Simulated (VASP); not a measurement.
# Y (P6_3/mmc) in VASP: notebook

Y is run at these levels: r2SCAN; tasks: single point.

Everything below comes from runs of VASP 6.6.1. Logs are shortened: lines on timing, memory, paths and dates and some standing lists are left out, and cuts for length are marked.

### 1 The cell of the first run

The structure is hexagonal, space group P6_3/mmc (No. 194). The conventional cell has a = 3.654 Å, b = 3.654 Å, c = 5.663 Å, α = 90.00°, β = 90.00°, γ = 120.00°. Y (site symmetry -6m2) has 12 Y at 3.53 to 3.65 Å within 4.6 Å.

### 2 Single point, r2SCAN

File POSCAR:

```
Y
1.0
    3.6535293127      0.0000000000      0.0000000000
   -1.8267646563      3.1640491982      0.0000000000
    0.0000000000      0.0000000000      5.6625608424
Y
2
Direct
    0.3333333333      0.6666666667      0.2500000000
    0.6666666667      0.3333333333      0.7500000000
```

File INCAR.step1:

```
  ALGO = Normal
  EDIFF = 1E-4
  ENCUT = 520
  GGA = PE
  ISMEAR = -1
  LASPH = T
  LCHARG = F
  LREAL = F
  LWAVE = T
  NBANDS = 18
  NELM = 60
  PREC = Accurate
  SIGMA = 0.08
```

File INCAR.step2:

```
  ALGO = Normal
  EDIFF = 1E-6
  ENCUT = 520
  ISIF = 2
  ISMEAR = -1
  ISTART = 1
  LASPH = T
  LCHARG = F
  LMIXTAU = T
  LREAL = F
  LWAVE = F
  METAGGA = R2SCAN
  NBANDS = 18
  NELM = 60
  PREC = Accurate
  SIGMA = 0.08
```

File KPOINTS:

```
k-points
0
Gamma
  16 16 8
```

Potentials or basis: VASP PAW PBE potentials, release 64 (Y_sv).

On the command line:

```console
> cat potpaw_PBE.64/Y_sv/POTCAR > POTCAR
> cp INCAR.step1 INCAR
> mpirun -np 1 vasp_std > vasp.out
> cp INCAR.step2 INCAR
> mpirun -np 1 vasp_std > vasp.out
```

OUTCAR:

```text
EDIFF = 1E-6
   ENCUT = 520
   ISIF = 2
   ISMEAR = -1
   ISTART = 1
   LASPH = T
   LREAL = F
   METAGGA = R2SCAN
   NELM = 60
   PREC = Accurate

 ion  position               nearest neighbor table
   1  0.333  0.667  0.250-   2 3.53   2 3.53   2 3.53   2 3.53   2 3.53   2 3.53
   2  0.667  0.333  0.750-   1 3.53   1 3.53   1 3.53   1 3.53   1 3.53   1 3.53

  LATTYP: Found a hexagonal cell.
 ALAT       =     3.6535293127
 C/A-ratio  =     1.5498878913

  Lattice vectors:

 A1 = (   3.6535293127,   0.0000000000,   0.0000000000)
 A2 = (  -1.8267646563,   3.1640491982,   0.0000000000)
 A3 = (   0.0000000000,   0.0000000000,   5.6625608424)

Analysis of symmetry for initial positions (statically):
=====================================================================
 Subroutine PRICEL returns:
 Original cell was already a primitive cell.

 Routine SETGRP: Setting up the symmetry group for a
 hexagonal supercell.

 Subroutine GETGRP returns: Found 24 space group operations
 (whereof 12 operations were pure point group operations)
 out of a pool of 24 trial point group operations.

The static configuration has the point symmetry D_3d.
 The point group associated with its full space group is D_6h.

Analysis of symmetry for dynamics (positions and initial velocities):
=====================================================================
 Subroutine PRICEL returns:
 Original cell was already a primitive cell.

 Routine SETGRP: Setting up the symmetry group for a
 hexagonal supercell.

 Subroutine GETGRP returns: Found 24 space group operations
 (whereof 12 operations were pure point group operations)
 out of a pool of 24 trial point group operations.

The dynamic configuration has the point symmetry D_3d.
 The point group associated with its full space group is D_6h.

 Subroutine INISYM returns: Found 24 space group operations
 (whereof 12 operations are pure point group operations),
 and found     1 'primitive' translations

----------------------------------------------------------------------------------------

                                     Primitive cell

  volume of cell :      65.4589

  direct lattice vectors                    reciprocal lattice vectors
     3.653529313  0.000000000  0.000000000     0.273707945  0.158025356  0.000000000
    -1.826764656  3.164049198  0.000000000     0.000000000  0.316050711  0.000000000
     0.000000000  0.000000000  5.662560842     0.000000000  0.000000000  0.176598544

  length of vectors
[... 81 lines left out ...]
   NELM   =     60;   NELMIN=  2; NELMDL=  0     # of ELM steps
   EDIFF  = 0.1E-05   stopping-criterion for ELM
   LREAL  =      F    real-space projection
   EDIFFG = 0.1E-04   stopping-criterion for IOM
   NSW    =      0    number of steps for IOM
   IBRION =     -1    ionic relax: 0-MD 1-quasi-New 2-CG
   NFREE  =      0    steps in history (QN), initial steepest desc. (CG)
   ISIF   =      2    stress and relaxation
   ISYM   =      2    0-nonsym 1-usesym 2-fastsym
   POTIM  = 0.5000    time-step for ionic-motion
   TEBEG  =    0.0;   TEEND  =   0.0 temperature during run
   PSTRESS=    0.0 pullay stress
   NELECT =      22.0000    total number of electrons
   NUPDOWN=      -1.0000    fix difference up-down
   EMIN   =  10.00;   EMAX   =-10.00  energy-range for DOS
   EFERMI =   0.00;   METHOD = LEGACY
   ISMEAR =    -1;   SIGMA  =   0.08  broadening in eV -4-tet -1-fermi 0-gaus
   EFERMI_NEDOS =   21; number of points for ismear=-14 and -15
   IALGO  =     38    algorithm
   IMIX   =      4    mixing-type and parameters
     AMIX     =   0.40;   BMIX     =  1.00
     AMIX_MAG =   1.60;   BMIX_MAG =  1.00
  volume/ion in A,a.u.               =      32.73       220.87
  Fermi-wavevector in a.u.,A,eV,Ry     =   1.138220  2.150924 17.626952  1.295544
  Thomas-Fermi vector in A             =   2.274924
   LORBIT       =      0    0 simple, 1 ext, 2 COOP (PROOUT), +10 PAW based schemes
   METAGGA = R2SCAN    functional components
   LHFCALC =     F    Hartree Fock is set to
   AEXX    =    0.0000 exact exchange contribution
   IVDW    =     0    specifies the selected vdW correction
   LEPSILON=     F    determine dielectric tensor
   LRPA    =     F    only Hartree local field effects (RPA)
 non-spin polarized calculation
  energy-cutoff  :      520.00
  volume of cell :       65.46
 maximum number of plane-waves:      1782
 NGX is ok and might be reduce to    28
   NGX = 13   NGY = 13   NGZ = 21

 number of electron      22.0000000 magnetization

 Free energy of the ion-electron system (eV)
  ---------------------------------------------------
  ext. energy  EPLUGINS =         0.00000000
  ---------------------------------------------------
  free energy    TOTEN  =       -40.57588433 eV

  energy without entropy =      -40.50151736  energy(sigma->0) =      -40.53870084

 E-fermi :   3.0455     XC(G=0): -10.0839

 val. band max:        3.0376311092   @ k =   0.1875   0.1875   0.3750
 cond. band min:       3.0458289341   @ k =   0.3125   0.0625   0.0000
 fundamental gap:      0.0081978249
 Fermi energy:         3.0455275843

 k-point     1 :       0.0000    0.0000    0.0000
  band No.  band energies     occupation
      1     -41.1159      2.00000
      2     -41.0312      2.00000
      3     -20.7754      2.00000
      4     -20.2559      2.00000
      5     -20.2559      2.00000
      6     -20.1581      2.00000
[... 481 lines left out ...]
      5     -20.4965      2.00000
      6     -20.3656      2.00000
[... 10 lines left out ...]
     17       7.6767      0.00000
     18       8.4493      0.00000

 [... further k-points ...]

------------------------ aborting loop because EDIFF is reached ----------------------------------------

  FORCE on cell =-STRESS in cart. coord.  units (eV):
  Direction    XX          YY          ZZ          XY          YZ          ZX
  --------------------------------------------------------------------------------------
  -------------------------------------------------------------------------------------
  Total        0.4261757      0.4261757      0.4249282      0.0000000      0.0000000     -0.0000000
  in kB       10.4311103     10.4311103     10.4005758      0.0000000      0.0000000     -0.0000000
  external PRESSURE =      10.4209321 kB  Pullay stress =       0.0000000 kB

 VOLUME and BASIS-vectors are now :
 -----------------------------------------------------------------------------
  energy-cutoff  :      520.00
  volume of cell :       65.46
      direct lattice vectors                 reciprocal lattice vectors
     3.653529313  0.000000000  0.000000000     0.273707945  0.158025356  0.000000000
    -1.826764656  3.164049198  0.000000000     0.000000000  0.316050711  0.000000000
     0.000000000  0.000000000  5.662560842     0.000000000  0.000000000  0.176598544

 POSITION                                       TOTAL-FORCE (eV/Angst)
 -----------------------------------------------------------------------------------
     -0.00000      2.10937      1.41564        -0.000000      0.000000      0.000000
      1.82676      1.05468      4.24692         0.000000     -0.000000      0.000000
 -----------------------------------------------------------------------------------
    total drift:                                0.000000     -0.000000      0.000000

  FREE ENERGIE OF THE ION-ELECTRON SYSTEM (eV)
  ---------------------------------------------------
  free  energy   TOTEN  =       -40.5758843309 eV

  energy  without entropy=      -40.5015173564  energy(sigma->0) =      -40.53870084
```

It took 8.7 min on 1 thread of Intel Xeon Platinum 8488C (Sapphire Rapids), shared host; peak memory 0.31 GiB.

What came out:

```yaml
Free_energy: -40.5759 eV
Pressure: 1.0 GPa
Band_gap_on_the_k_mesh: zero (bands 11 and 12 overlap by 1.68 eV)
```

Levels at points of the mesh, in eV from the Fermi level:
| k point | band 7 | band 8 | band 9 | band 10 | band 11 | band 12 | band 13 | band 14 | band 15 | band 16 |
| --- | --- | --- | --- | --- | --- | --- | --- | --- | --- | --- |
| (0.00, 0.00, 0.00) | -23.20 | -23.17 | -4.91 | -1.87 | 0.85 | 1.98 | 1.98 | 2.43 | 2.67 | 2.67 |
| (0.50, 0.00, 0.00) | -23.34 | -23.26 | -1.72 | -1.21 | -0.81 | -0.24 | 1.58 | 1.67 | 2.34 | 5.40 |
| (0.00, 0.00, 0.50) | -23.25 | -23.25 | -3.39 | -3.39 | 1.12 | 1.12 | 1.89 | 1.89 | 1.89 | 1.89 |
| (0.50, 0.00, 0.50) | -23.33 | -23.33 | -1.67 | -1.67 | 0.12 | 0.12 | 1.42 | 1.42 | 3.03 | 3.03 |

Caveat: the PAW data sets were made with another functional, which shifts forces and pressure a little.

### 3 Single point, r2SCAN

This run uses another cell than the first one, of 33.53 Å³/atom.

File POSCAR:

```
Y
1.0
    3.6813473049      0.0000000000      0.0000000000
   -1.8406736524      3.1881402862      0.0000000000
    0.0000000000      0.0000000000      5.7143531401
Y
2
Direct
    0.3333333333      0.6666666667      0.2500000000
    0.6666666667      0.3333333333      0.7500000000
```

File INCAR.step1:

```
SYSTEM = Y
  PREC = Accurate
  ENCUT = 520
  ISMEAR = -1
  SIGMA = 0.08
  LREAL = .FALSE.
  LASPH = .TRUE.
  NELM = 100
  NBANDS = 18
  GGA = PE
  ALGO = Normal
  EDIFF = 1E-4
  LWAVE = .TRUE.
  LCHARG = .FALSE.
```

File INCAR.step2:

```
SYSTEM = Y
  PREC = Accurate
  ENCUT = 520
  EDIFF = 1E-6
  ISMEAR = -1
  SIGMA = 0.08
  LREAL = .FALSE.
  LASPH = .TRUE.
  NELM = 100
  ALGO = Normal
  ISIF = 2
  LWAVE = .FALSE.
  LCHARG = .TRUE.
  METAGGA = R2SCAN
  LMIXTAU = .TRUE.
  LELF = .TRUE.
  LVHAR = .TRUE.
  NBANDS = 18
  ISTART = 1
```

File KPOINTS:

```
regular mesh
0
G
  16 16 8
  0 0 0
```

Potentials or basis: VASP PAW PBE potentials, release 64 (Y_sv).

On the command line:

```console
> cat potpaw_PBE.64/Y_sv/POTCAR > POTCAR
> cp INCAR.step1 INCAR
> mpirun -np 1 vasp_std > vasp.out
> cp INCAR.step2 INCAR
> mpirun -np 1 vasp_std > vasp.out
```

It took 7 min on 1 thread of Intel Xeon Platinum 8488C (Sapphire Rapids), shared host; peak memory 0.31 GiB.

It converged, with:

```
Free energy            : -40.5813 eV
Pressure               : 0.0 GPa
Band gap on the k mesh : zero (bands 11 and 12 overlap by 1.66 eV)
```

Levels at points of the mesh, in eV from the Fermi level:
| k point | band 9 | band 10 | band 11 | band 12 | band 13 | band 14 |
| --- | --- | --- | --- | --- | --- | --- |
| (0.00, 0.00, 0.00) | -4.88 | -1.83 | 0.76 | 1.96 | 1.96 | 2.38 |
| (0.50, 0.00, 0.00) | -1.71 | -1.17 | -0.78 | -0.27 | 1.53 | 1.66 |
| (0.00, 0.00, 0.50) | -3.39 | -3.39 | 1.11 | 1.11 | 1.88 | 1.88 |
| (0.50, 0.00, 0.50) | -1.64 | -1.64 | 0.11 | 0.11 | 1.36 | 1.36 |

Caveat: the PAW data sets were made with another functional, which shifts forces and pressure a little.
